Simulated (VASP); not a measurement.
# H2C7 in VASP: further runs

Runs on H2C7. Level: PBE. Tasks: single point.

All numbers are computed with VASP 6.6.1; they aren't measurements. Logs are shortened: lines on timing, memory, paths and dates and some standing lists are left out, and cuts for length are marked.

### 1 The cell of the first run

The cell holds a slab with vacuum, 36 atoms: a = 5.051 Å, b = 5.051 Å, c = 18.860 Å, α = 90.00°, β = 90.00°, γ = 90.00°.

### 2 Single point, PBE

File INCAR:

```
ALGO     = Normal         # electronic algorithm
DIPOL    = 0.5 0.5 0.348
EDIFF    = 1E-6           # SCF threshold, eV
ENCUT    = 520            # plane-wave cutoff, eV
GGA      = PE             # functional
IDIPOL   = 3            
ISIF     = 2              # what is computed and relaxed
ISMEAR   = 0              # smearing method
LASPH    = T              # aspherical terms in the spheres
LCHARG   = F              # write CHGCAR
LDIPOL   = T            
LREAL    = Auto         
LWAVE    = F              # write WAVECAR
NBANDS   = 84             # bands
NELM     = 60             # most SCF steps
PREC     = Accurate       # precision mode
SIGMA    = 0.05           # smearing width, eV
```

File KPOINTS:

```
k-points
0
Gamma
  5 5 1
```

File POSCAR:

```
H2C7
1.0
    5.0508284795      0.0000000000      0.0000000000
    0.0000000000      5.0508284795      0.0000000000
    0.0000000000      0.0000000000     18.8596184069
C H
28 8
Direct
    0.5000000000      0.5000000000      0.2466861049
    0.5000000000      0.0000000000      0.2466861049
    0.0000000000      0.5000000000      0.2466861049
    0.0000000000      0.0000000000      0.2466861049
    0.7500000000      0.5000000000      0.2940289910
    0.7500000000      0.0000000000      0.2940289910
    0.2500000000      0.5000000000      0.2940289910
    0.2500000000      0.0000000000      0.2940289910
    0.7500000000      0.7500000000      0.3413718772
    0.7500000000      0.2500000000      0.3413718772
    0.2500000000      0.7500000000      0.3413718772
    0.2500000000      0.2500000000      0.3413718772
   -0.0012243141      0.7500000000      0.3924905517
    0.0007386159      0.2500000000      0.3933143709
    0.4999258643      0.7500000000      0.3845847453
    0.5007525386      0.2500000000      0.3860051330
   -0.0005371183     -0.0047750151      0.4434568995
   -0.0005371183      0.5047750151      0.4434568995
    0.4990026193     -0.0100049473      0.4302669390
    0.4990026193      0.5100049473      0.4302669390
    0.2662463585     -0.0085481498      0.4869985610
    0.2662463585      0.5085481498      0.4869985610
    0.7323540058     -0.0029621481      0.4865708298
    0.7323540058      0.5029621481      0.4865708298
    0.3660900709      0.2500000000      0.5064511484
    0.3604071689      0.7500000000      0.5440446980
    0.6354227589      0.2500000000      0.5198715291
    0.6331377553      0.7500000000      0.5236459164
    0.5000000000      0.6422973790      0.2067119476
    0.5000000000      0.3577026210      0.2067119476
    0.5000000000      0.1422973790      0.2067119476
    0.5000000000     -0.1422973790      0.2067119476
    0.0000000000      0.3577812996      0.2066501452
    0.0000000000      0.6422187004      0.2066501452
    0.0000000000     -0.1422187004      0.2066501452
    0.0000000000      0.1422187004      0.2066501452
```

Potentials or basis: VASP PAW PBE potentials, release 64 (C, H).

The run is started by

```console
$ cat potpaw_PBE.64/C/POTCAR potpaw_PBE.64/H/POTCAR > POTCAR
$ mpirun -np 1 vasp_std > vasp.out
```

OUTCAR:

```text
EDIFF = 1E-6
   ENCUT = 520
   GGA = PE
   ISIF = 2
   ISMEAR = 0
   LASPH = T
   LREAL = Auto
   NELM = 60
   PREC = Accurate

 ion  position               nearest neighbor table
   1  0.500  0.500  0.247-  29 1.04  30 1.04   5 1.55   7 1.55
   2  0.500  0.000  0.247-  31 1.04  32 1.04   6 1.55   8 1.55
   3  0.000  0.500  0.247-  33 1.04  34 1.04   5 1.55   7 1.55
   4  0.000  0.000  0.247-  35 1.04  36 1.04   6 1.55   8 1.55
   5  0.750  0.500  0.294-   1 1.55   3 1.55   9 1.55  10 1.55
   6  0.750  0.000  0.294-   2 1.55   4 1.55   9 1.55  10 1.55
[... 10 lines left out ...]
  17  0.999  0.995  0.443-  13 1.57  23 1.58  21 1.58  14 1.60
[... 5 lines left out ...]
  23  0.732  0.997  0.487-  27 1.51  28 1.52  17 1.58  19 1.59
  24  0.732  0.503  0.487-  27 1.51  28 1.52  18 1.58  20 1.59
  25  0.366  0.250  0.506-  27 1.38  22 1.45  21 1.45  20 2.06  19 2.06
  26  0.360  0.750  0.544-  28 1.43  22 1.69  21 1.69
  27  0.635  0.250  0.520-  25 1.38  24 1.51  23 1.51
  28  0.633  0.750  0.524-  26 1.43  23 1.52  24 1.52
  29  0.500  0.642  0.207-   1 1.04
  30  0.500  0.358  0.207-   1 1.04
  31  0.500  0.142  0.207-   2 1.04
  32  0.500  0.858  0.207-   2 1.04
  33  0.000  0.358  0.207-   3 1.04
  34  0.000  0.642  0.207-   3 1.04
  35  0.000  0.858  0.207-   4 1.04
  36  0.000  0.142  0.207-   4 1.04

  LATTYP: Found a simple tetragonal cell.
 ALAT       =     5.0508284795
 C/A-ratio  =     3.7339653254

  Lattice vectors:

 A1 = (   5.0508284795,   0.0000000000,   0.0000000000)
 A2 = (   0.0000000000,   5.0508284795,   0.0000000000)
 A3 = (   0.0000000000,   0.0000000000,  18.8596184069)

Analysis of symmetry for initial positions (statically):
=====================================================================
 Subroutine PRICEL returns:
 Original cell was already a primitive cell.

 Routine SETGRP: Setting up the symmetry group for a
 simple tetragonal supercell.

 Subroutine GETGRP returns: Found  2 space group operations
 (whereof  1 operations were pure point group operations)
 out of a pool of 16 trial point group operations.

The static configuration has the point symmetry C_1 .
 The point group associated with its full space group is C_1h.

Analysis of symmetry for dynamics (positions and initial velocities):
=====================================================================
 Subroutine PRICEL returns:
 Original cell was already a primitive cell.

 Routine SETGRP: Setting up the symmetry group for a
 simple tetragonal supercell.

 Subroutine GETGRP returns: Found  2 space group operations
 (whereof  1 operations were pure point group operations)
[... 169 lines left out ...]
   EFERMI =   0.00;   METHOD = LEGACY
   ISMEAR =     0;   SIGMA  =   0.05  broadening in eV -4-tet -1-fermi 0-gaus
   EFERMI_NEDOS =   21; number of points for ismear=-14 and -15
   IALGO  =     38    algorithm
   IMIX   =      4    mixing-type and parameters
     AMIX     =   0.40;   BMIX     =  1.00
     AMIX_MAG =   1.60;   BMIX_MAG =  1.00
  volume/ion in A,a.u.               =      13.36        90.19
  Fermi-wavevector in a.u.,A,eV,Ry     =   1.030503  1.947368 14.448518  1.061936
  Thomas-Fermi vector in A             =   2.164604
   LORBIT       =      0    0 simple, 1 ext, 2 COOP (PROOUT), +10 PAW based schemes
   GGA     = PE    functional components
   LHFCALC =     F    Hartree Fock is set to
   AEXX    =    0.0000 exact exchange contribution
   IVDW    =     0    specifies the selected vdW correction
   LEPSILON=     F    determine dielectric tensor
   LRPA    =     F    only Hartree local field effects (RPA)
 non-spin polarized calculation
 Gauss-broadening in eV      SIGMA  =   0.05
  energy-cutoff  :      520.00
  volume of cell :      481.13
 maximum number of plane-waves:     12993
 NGX is ok and might be reduce to    40
   NGX = 19   NGY = 19   NGZ = 71

 dipolmoment           0.000000      0.000000     -0.000240 electrons x Angstroem

 number of electron     120.0000003 magnetization

 dipolmoment           0.000000      0.000000      0.589416 electrons x Angstroem

 Free energy of the ion-electron system (eV)
  ---------------------------------------------------
  ext. energy  EPLUGINS =         0.00000000
  ---------------------------------------------------
  free energy    TOTEN  =      -265.90130681 eV

  energy without entropy =     -265.90130681  energy(sigma->0) =     -265.90130681

 E-fermi :   1.1759     XC(G=0):  -5.7335

 val. band max:        0.9069358630   @ k =   0.4000   0.4000   0.0000
 cond. band min:       1.8881679372   @ k =   0.0000   0.0000   0.0000
 fundamental gap:      0.9812320741
 Fermi energy:         1.1758957519

 k-point     1 :       0.0000    0.0000    0.0000
  band No.  band energies     occupation
      1     -20.3109      2.00000
      2     -18.8772      2.00000
      3     -16.5862      2.00000
      4     -15.9658      2.00000
      5     -15.9127      2.00000
      6     -15.7059      2.00000
[... 664 lines left out ...]
     71       6.4315      0.00000
     72       6.6414      0.00000
 [bands above 72 left out]

------------------------ aborting loop because EDIFF is reached ----------------------------------------

 vacuum level on the upper side and lower side of the slab       (xc-potential included)         1.875        -2.170

  FORCE on cell =-STRESS in cart. coord.  units (eV):
  Direction    XX          YY          ZZ          XY          YZ          ZX
  --------------------------------------------------------------------------------------
  -------------------------------------------------------------------------------------
  Total       -4.3286924     69.2145187    -11.4861472      0.0000000      0.0000000     -0.0351472
  in kB      -14.4148181    230.4887025    -38.2495930      0.0000000      0.0000000     -0.1170424
  external PRESSURE =      59.2747638 kB  Pullay stress =       0.0000000 kB

 VOLUME and BASIS-vectors are now :
 -----------------------------------------------------------------------------
  energy-cutoff  :      520.00
  volume of cell :      481.13
      direct lattice vectors                 reciprocal lattice vectors
     5.050828479  0.000000000  0.000000000     0.197987321  0.000000000  0.000000000
     0.000000000  5.050828479  0.000000000     0.000000000  0.197987321  0.000000000
     0.000000000  0.000000000 18.859618407     0.000000000  0.000000000  0.053023342

 POSITION                                       TOTAL-FORCE (eV/Angst)
 -----------------------------------------------------------------------------------
      2.52541      2.52541      4.65241         0.000814     -0.017194      1.842595
      2.52541      0.00000      4.65241         0.000814      0.017194      1.842595
      0.00000      2.52541      4.65241        -0.000923     -0.027645      1.670070
      0.00000      0.00000      4.65241        -0.000923      0.027645      1.670070
      3.78812      2.52541      5.54527         0.623185      0.011324     -1.626019
      3.78812      0.00000      5.54527         0.623185     -0.011324     -1.626019
[... 28 lines left out ...]
      0.00000      4.33251      3.89734         0.001915     -0.028161     -0.010289
      0.00000      0.71832      3.89734         0.000001      0.024107     -0.015944
 -----------------------------------------------------------------------------------
    total drift:                                0.016055      0.000000      0.033774

  FREE ENERGIE OF THE ION-ELECTRON SYSTEM (eV)
  ---------------------------------------------------
  free  energy   TOTEN  =      -265.9013068133 eV

  energy  without entropy=     -265.9013068133  energy(sigma->0) =     -265.90130681

 vacuum level on the upper side and lower side of the slab         6.894         2.729
```

OSZICAR:

```text
N       E                     dE             d eps       ncg     rms          rms(c)
DAV:   1     0.831190897757E+03    0.83119E+03   -0.55469E+04  1512   0.124E+03
DAV:   2    -0.178457086062E+03   -0.10096E+04   -0.96142E+03  2104   0.297E+02
DAV:   3    -0.279386645595E+03   -0.10093E+03   -0.99929E+02  1864   0.931E+01
[... 18 lines left out ...]
DAV:  22    -0.265901288190E+03   -0.43022E-04   -0.45101E-06  1300   0.339E-03    0.127E-03
DAV:  23    -0.265901300019E+03   -0.11828E-04   -0.76760E-07  1184   0.168E-03    0.606E-04
DAV:  24    -0.265901305403E+03   -0.53842E-05   -0.56154E-07  1176   0.129E-03    0.415E-04
DAV:  25    -0.265901306540E+03   -0.11375E-05   -0.67259E-08  1328   0.131E-03    0.158E-04
DAV:  26    -0.265901306813E+03   -0.27304E-06   -0.37810E-08  1256   0.789E-04
   1 F= -.26590131E+03 E0= -.26590131E+03  d E =-.163490E-14
```

Run time: 9.4 min. Hardware: 1 thread of Intel Xeon 6975P-C (Granite Rapids), shared host; peak memory 0.61 GiB.

What came out:

```yaml
Free_energy: -265.9013 eV
Largest_force: 5.445 eV/Å
Band_gap_on_the_k_mesh: 0.98 eV (least direct gap 1.00 eV)
```

Forces on the atoms (eV/Å):
```
C    0.001 -0.017  1.843
C    0.001  0.017  1.843
C   -0.001 -0.028  1.670
C   -0.001  0.028  1.670
C    0.623  0.011 -1.626
C    0.623 -0.011 -1.626
C   -0.616  0.010 -1.617
C   -0.616 -0.010 -1.617
C    0.745  0.000 -0.410
C    0.603  0.000  0.275
C   -0.874  0.000 -0.328
C   -0.497  0.000  0.286
C   -0.007  0.000 -0.011
C    0.007  0.000  0.006
C   -0.008  0.000  0.006
C    0.004  0.000  0.010
C   -0.004  0.016  0.001
C   -0.004 -0.016  0.001
C    0.003  0.008 -0.006
C    0.003 -0.008 -0.006
C   -0.018 -0.036  0.019
C   -0.018  0.036  0.019
C    0.027  0.001 -0.006
C    0.027 -0.001 -0.006
C   -0.047  0.000  5.102
C   -0.049  0.000 -5.445
C    0.047  0.000  0.037
C    0.047  0.000  0.025
H    0.001  0.025 -0.012
H   -0.002 -0.026 -0.015
H   -0.002  0.026 -0.015
H    0.001 -0.025 -0.012
H    0.000 -0.024 -0.016
H    0.002  0.028 -0.010
H    0.002 -0.028 -0.010
H    0.000  0.024 -0.016
```

Levels at points of the mesh, in eV from the valence-band top:
```csv
k point,band 56,band 57,band 58,band 59,band 60,band 61,band 62,band 63,band 64,band 65
"(0.00, 0.00, 0.00)",-1.67,-1.47,-0.62,-0.19,-0.02,0.98,1.37,2.73,3.21,4.21
```

### 3 Single point, PBE

File INCAR:

```
PREC = Accurate
ENCUT = 520
EDIFF = 1E-6
ISMEAR = 0
SIGMA = 0.05
LREAL = Auto
LASPH = True
NELM = 60
ALGO = Normal
ISIF = 2
LWAVE = False
LCHARG = False
LDIPOL = True
IDIPOL = 3
DIPOL = 0.5 0.5 0.346
GGA = PE
NBANDS = 84
```

File KPOINTS:

```
Automatic mesh
0
Gamma
  5 5 1
```

File POSCAR:

```
H2C7
1.0
    5.0508284795      0.0000000000      0.0000000000
    0.0000000000      5.0508284795      0.0000000000
    0.0000000000      0.0000000000     18.8596184069
C H
28 8
Direct
    0.5000000000      0.5000000000      0.2466861049
    0.5000000000      0.0000000000      0.2466861049
    0.0000000000      0.5000000000      0.2466861049
    0.0000000000      0.0000000000      0.2466861049
    0.7500000000      0.5000000000      0.2940289910
    0.7500000000      0.0000000000      0.2940289910
    0.2500000000      0.5000000000      0.2940289910
    0.2500000000      0.0000000000      0.2940289910
    0.7500000000      0.7500000000      0.3413718772
    0.7500000000      0.2500000000      0.3413718772
    0.2500000000      0.7500000000      0.3413718772
    0.2500000000      0.2500000000      0.3413718772
   -0.0032702309      0.7500000000      0.3906712799
   -0.0014235076      0.2500000000      0.3913527557
    0.5004185827      0.7500000000      0.3826184140
    0.5019665066      0.2500000000      0.3832990986
   -0.0034507588     -0.0033697710      0.4400674824
   -0.0034507588      0.5033697710      0.4400674824
    0.5026361309     -0.0065905484      0.4260863824
    0.5026361309      0.5065905484      0.4260863824
    0.2632338493     -0.0071966483      0.4799465279
    0.2632338493      0.5071966483      0.4799465279
    0.7297335557     -0.0015852261      0.4828087790
    0.7297335557      0.5015852261      0.4828087790
    0.3655143769      0.2500000000      0.4990809038
    0.3596446767      0.7500000000      0.5219339643
    0.6312744985      0.2500000000      0.5166639987
    0.6334141125      0.7500000000      0.5194664912
    0.5000000000      0.6422973790      0.2067119476
    0.5000000000      0.3577026210      0.2067119476
    0.5000000000      0.1422973790      0.2067119476
    0.5000000000     -0.1422973790      0.2067119476
    0.0000000000      0.3577812996      0.2066501452
    0.0000000000      0.6422187004      0.2066501452
    0.0000000000     -0.1422187004      0.2066501452
    0.0000000000      0.1422187004      0.2066501452
```

Potentials or basis: VASP PAW PBE potentials, release 64 (C, H).

The run is started by

```console
$ cat potpaw_PBE.64/C/POTCAR potpaw_PBE.64/H/POTCAR > POTCAR
$ mpirun -np 1 vasp_std > vasp.out
```

Run time: 22 min. Hardware: 1 thread of Intel Xeon 8259CL, shared host; peak memory 0.63 GiB.

The run converged. Its results:

| Item | Value |
| --- | --- |
| Free energy | -266.4393 eV |
| Largest force | 6.658 eV/Å |
| Band gap on the k mesh | 1.05 eV (least direct gap 1.25 eV) |

Forces on the atoms (eV/Å):
```
C    0.012 -0.015  1.830
C    0.012  0.015  1.830
C   -0.010 -0.012  1.647
C   -0.010  0.012  1.647
C    0.713  0.004 -1.955
C    0.713 -0.004 -1.955
C   -0.712  0.010 -1.873
C   -0.712 -0.010 -1.873
C    0.917  0.000 -1.684
C    0.950  0.000 -1.268
C   -1.117  0.000 -1.353
C   -0.766  0.000 -0.905
C    0.010  0.000 -0.009
C   -0.005  0.000  0.004
C    0.014  0.000 -0.002
C   -0.004  0.000  0.002
C    0.003  0.008  0.013
C    0.003 -0.008  0.013
C   -0.012  0.004 -0.010
C   -0.012 -0.004 -0.010
C   -0.026 -0.002  0.013
C   -0.026  0.002  0.013
C    0.037 -0.004  0.004
C    0.037  0.004  0.004
C   -0.047  0.000  6.658
C   -0.055  0.000 -0.748
C    0.039  0.000  0.034
C    0.058  0.000  0.041
H   -0.002  0.022 -0.009
H   -0.004 -0.023 -0.012
H   -0.004  0.023 -0.012
H   -0.002 -0.022 -0.009
H    0.001 -0.026 -0.017
H    0.004  0.028 -0.014
H    0.004 -0.028 -0.014
H    0.001  0.026 -0.017
```

Levels at points of the mesh, in eV from the valence-band top:
```
           k point  band 57  band 58  band 59  band 60  band 61  band 62  band 63  band 64
(0.00, 0.00, 0.00)    -1.79    -0.78    -0.20    -0.17     1.10     1.20     2.62     2.99
```
